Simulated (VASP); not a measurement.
Write the native input for VASP 6.6.1 that does the following.

```
Task                               : single point
Functional                         : HSE06
Potentials or basis                : VASP PAW PBE potentials, release 64 (Be, Te)
Cutoff                             : 520 eV
k mesh                             : 6 × 6 × 6
Occupations                        : gaussian, width 0.01 eV
Spin                               : no spin polarisation
Dipole correction                  : no
Grid for exact exchange (PRECFOCK) : Normal
Further INCAR settings             : ALGO = Normal; EDIFF = 1e-06; NBANDS = 11
Share of exact exchange            : 0.25
Screening parameter                : 0.2079 1/Å
```

The system is BeTe.

```
Be Te
1.0
     0.00000    2.91348    2.91348
     2.91348    0.00000    2.91348
     2.91348    2.91348    0.00000
Be Te
1 1
Direct
  0.00000 0.00000 0.00000
  0.25000 0.25000 0.25000
```

This cell differs from its parent crystal: strain +3.0%.

The input as run:

POSCAR

```
BeTe
1.0
    0.0000000000      2.9134823342      2.9134823342
    2.9134823342      0.0000000000      2.9134823342
    2.9134823342      2.9134823342      0.0000000000
Be Te
1 1
Direct
    0.0000000000      0.0000000000      0.0000000000
    0.2500000000      0.2500000000      0.2500000000
```

INCAR.step1

```
ALGO = Normal
EDIFF = 1E-5
ENCUT = 520
GGA = PE
ISIF = 2
ISMEAR = 0
LASPH = True
LREAL = False
LWAVE = True
NBANDS = 11
NELM = 80
PREC = Accurate
SIGMA = 0.01
```

INCAR.step2

```
ALGO = Normal
EDIFF = 1E-6
ENCUT = 520
GGA = PE
HFSCREEN = 0.2079
ISIF = 2
ISMEAR = 0
ISTART = 1
LASPH = True
LCHARG = True
LELF = True
LHFCALC = True
LREAL = False
LVHAR = True
LWAVE = False
NBANDS = 11
NELM = 80
PREC = Accurate
PRECFOCK = Normal
SIGMA = 0.01
```

KPOINTS

```
k-points
0
Gamma
  6 6 6
```

Potentials or basis: VASP PAW PBE potentials, release 64 (Be, Te).

Run with:

```sh
$ cat potpaw_PBE.64/Be/POTCAR potpaw_PBE.64/Te/POTCAR > POTCAR
$ cp INCAR.step1 INCAR
$ mpirun -np 1 vasp_std > vasp.out
$ cp INCAR.step2 INCAR
$ mpirun -np 1 vasp_std > vasp.out
```

It gave:

| Property | Result |
| --- | --- |
| Pressure | -5.2 GPa |
| Band gap on the k mesh | 2.88 eV (least direct gap 3.86 eV) |

Caveat: the cell differs from its parent crystal (strain +3.0%); the cell stands under tension; the PAW data sets were made with another functional, which shifts forces and pressure a little; spin-orbit coupling is left out, which moves the levels of the heavy elements.

Wall time 8 min on 1 thread of AMD EPYC 9R45 96-Core Processor (Zen 5) (shared host), peak memory 0.27 GiB.
